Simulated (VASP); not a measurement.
# KF in VASP: a series of runs

KF is run at these levels: PBE; tasks: single point.

All numbers are computed with VASP 6.6.1; they aren't measurements. Logs are shortened: lines on timing, memory, paths and dates and some standing lists are left out, and cuts for length are marked.

## 1. The cell of the first run

The structure is cubic, space group Fm-3m (No. 225). The conventional cell has a = 5.614 Å, b = 5.614 Å, c = 5.614 Å, α = 90.00°, β = 90.00°, γ = 90.00°. K (site symmetry m-3m) has 6 F at 2.81 Å within 3.7 Å. Within 3.7 Å of F (site symmetry m-3m) lie 6 K at 2.81 Å.

## 2. Single point, PBE (strain +0.050 along x and y, +0.050 along z)

INCAR reads:

```
SYSTEM = KF
ALGO = Normal ; EDIFF = 1E-6
ENCUT = 520 ; GGA = PE
ISIF = 2 ; ISMEAR = 0
LASPH = .TRUE. ; LCHARG = .FALSE.
LREAL = .FALSE. ; LWAVE = .FALSE.
NBANDS = 15 ; NELM = 60
PREC = Accurate ; SIGMA = 0.05
```

KPOINTS reads:

```
k-points
0
G
  8 8 8
  0 0 0
```

POSCAR reads:

```
KF
1.0
    0.0000000000      2.8071750000      2.8071750000
    2.8071750000      0.0000000000      2.8071750000
    2.8071750000      2.8071750000      0.0000000000
K F
1 1
Direct
    0.0000000000      0.0000000000      0.0000000000
    0.5000000000      0.5000000000      0.5000000000
```

Potentials or basis: VASP PAW PBE potentials, release 64 (K_sv, F).

The run is started by

```console
cat potpaw_PBE.64/K_sv/POTCAR potpaw_PBE.64/F/POTCAR > POTCAR
mpirun -np 1 vasp_std > vasp.out
```

OUTCAR:

```text
SYSTEM = KF
   EDIFF = 1E-6
   ENCUT = 520
   GGA = PE
   ISIF = 2
   ISMEAR = 0
   LASPH = .TRUE.
   LREAL = .FALSE.
   NELM = 60
   PREC = Accurate

 ion  position               nearest neighbor table
   1  0.000  0.000  0.000-   2 2.81   2 2.81   2 2.81   2 2.81   2 2.81   2 2.81
   2  0.500  0.500  0.500-   1 2.81   1 2.81   1 2.81   1 2.81   1 2.81   1 2.81

  LATTYP: Found a face centered cubic cell.
 ALAT       =     5.6143500000

  Lattice vectors:

 A1 = (   0.0000000000,   2.8071750000,   2.8071750000)
 A2 = (   2.8071750000,   0.0000000000,   2.8071750000)
 A3 = (   2.8071750000,   2.8071750000,   0.0000000000)

Analysis of symmetry for initial positions (statically):
=====================================================================
 Subroutine PRICEL returns:
 Original cell was already a primitive cell.

 Routine SETGRP: Setting up the symmetry group for a
 face centered cubic supercell.

 Subroutine GETGRP returns: Found 48 space group operations
 (whereof 48 operations were pure point group operations)
 out of a pool of 48 trial point group operations.

The static configuration has the point symmetry O_h .

Analysis of symmetry for dynamics (positions and initial velocities):
=====================================================================
 Subroutine PRICEL returns:
 Original cell was already a primitive cell.

 Routine SETGRP: Setting up the symmetry group for a
 face centered cubic supercell.

 Subroutine GETGRP returns: Found 48 space group operations
 (whereof 48 operations were pure point group operations)
 out of a pool of 48 trial point group operations.

The dynamic configuration has the point symmetry O_h .

 Subroutine INISYM returns: Found 48 space group operations
 (whereof 48 operations are pure point group operations),
 and found     1 'primitive' translations

----------------------------------------------------------------------------------------

                                     Primitive cell

  volume of cell :      44.2424

  direct lattice vectors                    reciprocal lattice vectors
     0.000000000  2.807175000  2.807175000    -0.178115009  0.178115009  0.178115009
     2.807175000  0.000000000  2.807175000     0.178115009 -0.178115009  0.178115009
     2.807175000  2.807175000  0.000000000     0.178115009  0.178115009 -0.178115009

  length of vectors
     3.969944957  3.969944957  3.969944957     0.308504245  0.308504245  0.308504245

  position of ions in fractional coordinates (direct lattice)
     0.000000000  0.000000000  0.000000000
     0.500000000  0.500000000  0.500000000

[... 83 lines left out ...]
   ISYM   =      2    0-nonsym 1-usesym 2-fastsym
   POTIM  = 0.5000    time-step for ionic-motion
   TEBEG  =    0.0;   TEEND  =   0.0 temperature during run
   PSTRESS=    0.0 pullay stress
   NELECT =      16.0000    total number of electrons
   NUPDOWN=      -1.0000    fix difference up-down
   EMIN   =  10.00;   EMAX   =-10.00  energy-range for DOS
   EFERMI =   0.00;   METHOD = LEGACY
   ISMEAR =     0;   SIGMA  =   0.05  broadening in eV -4-tet -1-fermi 0-gaus
   EFERMI_NEDOS =   21; number of points for ismear=-14 and -15
   IALGO  =     38    algorithm
   IMIX   =      4    mixing-type and parameters
     AMIX     =   0.40;   BMIX     =  1.00
     AMIX_MAG =   1.60;   BMIX_MAG =  1.00
  volume/ion in A,a.u.               =      22.12       149.28
  Fermi-wavevector in a.u.,A,eV,Ry     =   1.166367  2.204115 18.509539  1.360413
  Thomas-Fermi vector in A             =   2.302881
   LORBIT       =      0    0 simple, 1 ext, 2 COOP (PROOUT), +10 PAW based schemes
   GGA     = PE    functional components
   LHFCALC =     F    Hartree Fock is set to
   AEXX    =    0.0000 exact exchange contribution
   IVDW    =     0    specifies the selected vdW correction
   LEPSILON=     F    determine dielectric tensor
   LRPA    =     F    only Hartree local field effects (RPA)
 non-spin polarized calculation
 Gauss-broadening in eV      SIGMA  =   0.05
  energy-cutoff  :      520.00
  volume of cell :       44.24
 maximum number of plane-waves:      1243
 NGX is ok and might be reduce to    30
   NGX = 15   NGY = 15   NGZ = 15

 number of electron      16.0000014 magnetization

 Free energy of the ion-electron system (eV)
  ---------------------------------------------------
  ext. energy  EPLUGINS =         0.00000000
  ---------------------------------------------------
  free energy    TOTEN  =        -8.26757626 eV

  energy without entropy =       -8.26757626  energy(sigma->0) =       -8.26757626

 E-fermi :  -2.8993     XC(G=0):  -7.7559

 val. band max:       -3.1474682399   @ k =   0.0000   0.0000   0.0000
 cond. band min:       2.3043365305   @ k =   0.0000   0.0000   0.0000
 fundamental gap:      5.4518047705
 Fermi energy:        -2.8993270453

 k-point     1 :       0.0000    0.0000    0.0000
  band No.  band energies     occupation
      1     -29.7310      2.00000
      2     -21.7282      2.00000
      3     -13.0646      2.00000
      4     -13.0646      2.00000
      5     -13.0646      2.00000
      6      -3.1475      2.00000
      7      -3.1475      2.00000
      8      -3.1475      2.00000
      9       2.3043      0.00000
     10       7.0962      0.00000
     11       7.0962      0.00000
     12       7.0962      0.00000
     13       8.5828      0.00000
     14       8.5828      0.00000
[... 401 lines left out ...]
      2     -21.7488      2.00000
      3     -13.2767      2.00000
      4     -13.1989      2.00000
      5     -13.1167      2.00000
      6      -3.6210      2.00000
      7      -3.3635      2.00000
      8      -3.3621      2.00000
      9       5.6472      0.00000
     10       6.2062      0.00000
     11       7.7271      0.00000
     12       8.7919      0.00000
     13       9.8526      0.00000
     14      10.6864      0.00000
     15      10.7174      0.00000

 [... further k-points ...]
[... 5 lines left out ...]
  --------------------------------------------------------------------------------------
  -------------------------------------------------------------------------------------
  Total       -0.6657889     -0.6657889     -0.6657889      0.0000000      0.0000000      0.0000000
  in kB      -24.1106382    -24.1106382    -24.1106382      0.0000000      0.0000000      0.0000000
  external PRESSURE =     -24.1106382 kB  Pullay stress =       0.0000000 kB

 VOLUME and BASIS-vectors are now :
 -----------------------------------------------------------------------------
  energy-cutoff  :      520.00
  volume of cell :       44.24
      direct lattice vectors                 reciprocal lattice vectors
     0.000000000  2.807175000  2.807175000    -0.178115009  0.178115009  0.178115009
     2.807175000  0.000000000  2.807175000     0.178115009 -0.178115009  0.178115009
     2.807175000  2.807175000  0.000000000     0.178115009  0.178115009 -0.178115009

 POSITION                                       TOTAL-FORCE (eV/Angst)
 -----------------------------------------------------------------------------------
      0.00000      0.00000      0.00000        -0.000000     -0.000000      0.000000
      2.80717      2.80717      2.80717         0.000000      0.000000     -0.000000
 -----------------------------------------------------------------------------------
    total drift:                                0.000000      0.000000      0.000000

  FREE ENERGIE OF THE ION-ELECTRON SYSTEM (eV)
  ---------------------------------------------------
  free  energy   TOTEN  =        -8.2675762606 eV

  energy  without entropy=       -8.2675762606  energy(sigma->0) =       -8.26757626
```

OSZICAR:

```text
N       E                     dE             d eps       ncg     rms          rms(c)
DAV:   1     0.104221191200E+03    0.10422E+03   -0.80321E+03   870   0.101E+03
DAV:   2    -0.534198707882E+01   -0.10956E+03   -0.10112E+03  1181   0.273E+02
DAV:   3    -0.946002486423E+01   -0.41180E+01   -0.41001E+01  1138   0.474E+01
DAV:   4    -0.959026647772E+01   -0.13024E+00   -0.13023E+00  1240   0.728E+00
DAV:   5    -0.959110142160E+01   -0.83494E-03   -0.83494E-03  1095   0.636E-01    0.622E+00
DAV:   6    -0.831113402056E+01    0.12800E+01   -0.38218E+00   933   0.136E+01    0.337E+00
DAV:   7    -0.827266381706E+01    0.38470E-01   -0.68687E-02  1038   0.219E+00    0.186E+00
DAV:   8    -0.826487498976E+01    0.77888E-02   -0.60224E-02  1017   0.232E+00    0.206E-01
DAV:   9    -0.826673539990E+01   -0.18604E-02   -0.36162E-03  1017   0.501E-01    0.119E-01
DAV:  10    -0.826742801167E+01   -0.69261E-03   -0.49046E-04   940   0.181E-01    0.704E-02
DAV:  11    -0.826757431240E+01   -0.14630E-03   -0.13568E-04   926   0.933E-02    0.167E-02
DAV:  12    -0.826757577846E+01   -0.14661E-05   -0.10142E-05  1038   0.293E-02    0.375E-03
DAV:  13    -0.826757626056E+01   -0.48210E-06   -0.20888E-06   954   0.122E-02
   1 F= -.82675763E+01 E0= -.82675763E+01  d E =-.365472E-14
```

stdout:

```text
POSCAR found type information on POSCAR K F
 POSCAR found :  2 types and       2 ions
 scaLAPACK will be used
 LDA part: xc-table for (Slater+PW92), standard interpolation
 POSCAR, INCAR and KPOINTS ok, starting setup
 FFT: planning ... GRIDC
 FFT: planning ... GRID_SOFT
 FFT: planning ... GRID
 WAVECAR not read
 entering main loop
```

Run time: 16 s. Hardware: 1 thread of Intel Xeon Platinum 8488C (Sapphire Rapids), shared host; peak memory 0.17 GiB.

Results:

```
Free energy            : -8.2676 eV
Pressure               : -2.4 GPa
Band gap on the k mesh : 5.45 eV, direct
```

Levels at points of the mesh, in eV from the valence-band top:
```
           k point  band 5  band 6  band 7  band 8  band 9  band 10  band 11  band 12
(0.00, 0.00, 0.00)   -9.92    0.00    0.00    0.00    5.45    10.24    10.24    10.24
(0.50, 0.00, 0.00)   -9.95   -0.64   -0.24   -0.24    8.44     9.55    11.37    11.37
(0.50, 0.50, 0.00)  -10.05   -0.26   -0.08   -0.08    8.03     9.50    10.68    12.82
```

Caveat: the cell differs from its parent crystal (strain +0.050 along x and y, +0.050 along z).

## 3. Single point, PBE (strain -0.050 along x and y, -0.025 along z)

INCAR reads:

```
SYSTEM = KF
PREC = Accurate ; ENCUT = 520
EDIFF = 1E-7 ; ISMEAR = 0
SIGMA = 0.05 ; LREAL = .FALSE.
LASPH = .TRUE. ; NELM = 60
ALGO = Normal ; ISIF = 2
LWAVE = .FALSE. ; LCHARG = .FALSE.
GGA = PE ; NBANDS = 15
```

KPOINTS reads:

```
Automatic mesh
0
G
  8 8 8
  0 0 0
```

POSCAR reads:

```
KF
1.0
    0.0000000000      2.5398250000      2.6066625000
    2.5398250000      0.0000000000      2.6066625000
    2.5398250000      2.5398250000      0.0000000000
K F
1 1
Direct
    0.0000000000      0.0000000000      0.0000000000
    0.5000000000      0.5000000000      0.5000000000
```

Potentials or basis: VASP PAW PBE potentials, release 64 (K_sv, F).

The run is started by

```console
cat potpaw_PBE.64/K_sv/POTCAR potpaw_PBE.64/F/POTCAR > POTCAR
mpirun -np 1 vasp_std > vasp.out
```

Run time: 22 s. Hardware: 1 thread of Intel Xeon Platinum 8488C (Sapphire Rapids), shared host; peak memory 0.17 GiB.

It converged, with:

- Free energy: -8.1621 eV
- Pressure: 7.7 GPa
- Band gap on the k mesh: 6.85 eV, direct

Stress tensor (GPa, compression positive):
```
8.59 0.00 0.00
0.00 8.59 0.00
0.00 0.00 5.79
```

Levels at points of the mesh, in eV from the valence-band top:
| k point | band 4 | band 5 | band 6 | band 7 | band 8 | band 9 | band 10 | band 11 | band 12 | band 13 |
| --- | --- | --- | --- | --- | --- | --- | --- | --- | --- | --- |
| (0.00, 0.00, 0.00) | -8.98 | -8.98 | -0.06 | 0.00 | 0.00 | 6.85 | 10.88 | 11.05 | 11.05 | 12.71 |
| (0.50, 0.00, 0.00) | -9.04 | -9.00 | -0.97 | -0.49 | -0.49 | 9.57 | 11.57 | 12.58 | 12.74 | 15.10 |
| (0.50, 0.50, 0.00) | -9.27 | -9.27 | -0.20 | -0.02 | -0.02 | 8.32 | 11.00 | 12.69 | 14.28 | 15.00 |
| (0.50, 0.00, 0.50) | -9.32 | -9.28 | -0.11 | -0.09 | -0.01 | 8.23 | 11.01 | 12.93 | 14.27 | 14.88 |

Caveat: the cell differs from its parent crystal (strain -0.050 along x and y, -0.025 along z).

## 4. Single point, PBE (strain -0.050 along x and y, +0.000 along z)

INCAR reads:

```
  ALGO = Normal
  EDIFF = 1E-7
  ENCUT = 520
  GGA = PE
  ISIF = 2
  ISMEAR = 0
  LASPH = T
  LCHARG = T
  LELF = T
  LREAL = F
  LVHAR = T
  LWAVE = F
  NBANDS = 15
  NELM = 100
  PREC = Accurate
  SIGMA = 0.05
```

KPOINTS reads:

```
k-points
0
Gamma
  8 8 8
```

POSCAR reads:

```
KF
1.0
    0.0000000000      2.5398250000      2.6735000000
    2.5398250000      0.0000000000      2.6735000000
    2.5398250000      2.5398250000      0.0000000000
K F
1 1
Direct
    0.0000000000      0.0000000000      0.0000000000
    0.5000000000      0.5000000000      0.5000000000
```

The run is started by

```console
cat potpaw_PBE.64/K_sv/POTCAR potpaw_PBE.64/F/POTCAR > POTCAR
mpirun -np 1 vasp_std > vasp.out
```

Wall time 23 s (1 thread of Intel Xeon Platinum 8488C (Sapphire Rapids), shared host); peak memory 0.17 GiB.

It converged, with:

| Quantity | Value |
| --- | --- |
| Free energy | -8.1871 eV |
| Pressure | 6.4 GPa |
| Band gap on the k mesh | 6.67 eV, direct |

Stress tensor (GPa, compression positive):
```
7.96 0.00 0.00
0.00 7.96 0.00
0.00 0.00 3.19
```

Levels at points of the mesh, in eV from the valence-band top:
| k point | band 4 | band 5 | band 6 | band 7 | band 8 | band 9 | band 10 | band 11 | band 12 | band 13 |
| --- | --- | --- | --- | --- | --- | --- | --- | --- | --- | --- |
| (0.00, 0.00, 0.00) | -9.07 | -9.07 | -0.10 | 0.00 | 0.00 | 6.67 | 10.71 | 11.04 | 11.04 | 12.50 |
| (0.50, 0.00, 0.00) | -9.14 | -9.07 | -0.95 | -0.49 | -0.48 | 9.44 | 11.34 | 12.38 | 12.69 | 14.87 |
| (0.50, 0.50, 0.00) | -9.32 | -9.32 | -0.29 | -0.03 | -0.03 | 8.36 | 10.85 | 12.29 | 14.15 | 14.81 |
| (0.50, 0.00, 0.50) | -9.43 | -9.34 | -0.15 | -0.12 | -0.02 | 8.18 | 10.85 | 12.76 | 14.11 | 14.58 |

Caveat: the cell differs from its parent crystal (strain -0.050 along x and y, +0.000 along z).

## 5. Single point, PBE (strain -0.025 along x and y, -0.050 along z)

INCAR reads:

```
SYSTEM = KF
ALGO = Normal
EDIFF = 1E-6
ENCUT = 520
GGA = PE
ISIF = 2
ISMEAR = 0
LASPH = .True.
LCHARG = .False.
LREAL = .False.
LWAVE = .False.
NBANDS = 15
NELM = 80
PREC = Accurate
SIGMA = 0.05
```

KPOINTS reads:

```
k-points
0
Gamma
  8 8 8
  0 0 0
```

POSCAR reads:

```
KF
1.0
    0.0000000000      2.6066625000      2.5398250000
    2.6066625000      0.0000000000      2.5398250000
    2.6066625000      2.6066625000      0.0000000000
K F
1 1
Direct
    0.0000000000      0.0000000000      0.0000000000
    0.5000000000      0.5000000000      0.5000000000
```

The run is started by

```console
cat potpaw_PBE.64/K_sv/POTCAR potpaw_PBE.64/F/POTCAR > POTCAR
mpirun -np 1 vasp_std > vasp.out
```

Wall time 21 s (1 thread of Intel Xeon Platinum 8488C (Sapphire Rapids), shared host); peak memory 0.17 GiB.

Results (log left out):

- Free energy: -8.2010 eV
- Pressure: 6.1 GPa
- Band gap on the k mesh: 6.67 eV, direct

Stress tensor (GPa, compression positive):
```
5.20 0.00 0.00
0.00 5.20 0.00
0.00 0.00 7.89
```

Levels at points of the mesh, in eV from the valence-band top:
```tsv
k point	band 5	band 6	band 7	band 8	band 9	band 10	band 11	band 12
(0.00, 0.00, 0.00)	-9.08	-0.06	-0.06	0.00	6.67	10.85	10.85	11.02
(0.50, 0.00, 0.00)	-9.10	-0.95	-0.49	-0.48	9.44	11.34	12.43	12.60
(0.50, 0.50, 0.00)	-9.39	-0.13	-0.09	-0.09	8.16	10.85	12.76	14.10
(0.50, 0.00, 0.50)	-9.34	-0.22	-0.10	-0.02	8.26	10.83	12.52	14.11
```

Caveat: the cell differs from its parent crystal (strain -0.025 along x and y, -0.050 along z). A k mesh can miss the band edges.

## 6. Single point, PBE (strain -0.025 along x and y, +0.000 along z)

INCAR reads:

```
SYSTEM = KF
PREC     = Accurate       ! precision mode
ENCUT    = 520            ! plane-wave cutoff, eV
EDIFF    = 1E-6           ! SCF threshold, eV
ISMEAR   = 0              ! smearing method
SIGMA    = 0.05           ! smearing width, eV
LREAL    = .FALSE.        ! projectors in reciprocal space
LASPH    = .TRUE.         ! aspherical terms in the spheres
NELM     = 100            ! most SCF steps
ALGO     = Normal         ! electronic algorithm
ISIF     = 2              ! what is computed and relaxed
LWAVE    = .FALSE.        ! write WAVECAR
LCHARG   = .FALSE.        ! write CHGCAR
GGA      = PE             ! functional
NBANDS   = 15             ! bands
```

KPOINTS reads:

```
Automatic mesh
0
G
  8 8 8
  0 0 0
```

POSCAR reads:

```
KF
1.0
    0.0000000000      2.6066625000      2.6735000000
    2.6066625000      0.0000000000      2.6735000000
    2.6066625000      2.6066625000      0.0000000000
K F
1 1
Direct
    0.0000000000      0.0000000000      0.0000000000
    0.5000000000      0.5000000000      0.5000000000
```

Potentials or basis: VASP PAW PBE potentials, release 64 (K_sv, F).

The run is started by

```console
cat potpaw_PBE.64/K_sv/POTCAR potpaw_PBE.64/F/POTCAR > POTCAR
mpirun -np 1 vasp_std > vasp.out
```

It took 23 s on 1 thread of Intel Xeon Platinum 8488C (Sapphire Rapids), shared host; peak memory 0.17 GiB.

The run converged. Its results:

| Item | Value |
| --- | --- |
| Free energy | -8.2574 eV |
| Pressure | 3.5 GPa |
| Band gap on the k mesh | 6.41 eV, direct |

Stress tensor (GPa, compression positive):
```
4.10 0.00 0.00
0.00 4.10 0.00
0.00 0.00 2.22
```

Levels at points of the mesh, in eV from the valence-band top:
| k point | band 4 | band 5 | band 6 | band 7 | band 8 | band 9 | band 10 | band 11 | band 12 | band 13 |
| --- | --- | --- | --- | --- | --- | --- | --- | --- | --- | --- |
| (0.00, 0.00, 0.00) | -9.23 | -9.23 | -0.04 | 0.00 | 0.00 | 6.41 | 10.70 | 10.85 | 10.85 | 12.42 |
| (0.50, 0.00, 0.00) | -9.29 | -9.25 | -0.86 | -0.41 | -0.40 | 9.26 | 10.96 | 12.22 | 12.37 | 14.58 |
| (0.50, 0.50, 0.00) | -9.46 | -9.46 | -0.25 | -0.04 | -0.04 | 8.29 | 10.56 | 12.04 | 13.87 | 14.51 |
| (0.50, 0.00, 0.50) | -9.50 | -9.47 | -0.17 | -0.09 | -0.04 | 8.19 | 10.57 | 12.27 | 13.85 | 14.41 |

Caveat: the cell differs from its parent crystal (strain -0.025 along x and y, +0.000 along z).

## 7. Summary

```csv
cell,gap on the mesh (eV),pressure (GPa)
"a = 3.970 Å, angles 60.0°, 2 atoms",5.45,-2.4
"a = 3.639, b = 3.639, c = 3.592 Å, angles 60.4, 60.4, 59.1°, 2 atoms",6.85,7.7
"a = 3.688, b = 3.688, c = 3.592 Å, angles 60.9, 60.9, 58.3°, 2 atoms",6.67,6.4
"a = 3.639, b = 3.639, c = 3.686 Å, angles 59.6, 59.6, 60.9°, 2 atoms",6.67,6.1
"a = 3.734, b = 3.734, c = 3.686 Å, angles 60.4, 60.4, 59.2°, 2 atoms",6.41,3.5
```

Alike in all rows: task single point; level PBE; potentials or basis VASP PAW PBE potentials, release 64 (K_sv, F); no spin polarisation; k mesh 8 × 8 × 8; cutoff (eV) 520; smearing gaussian 0.05 eV.

Absolute energies hang on the potentials; compare differences alone.
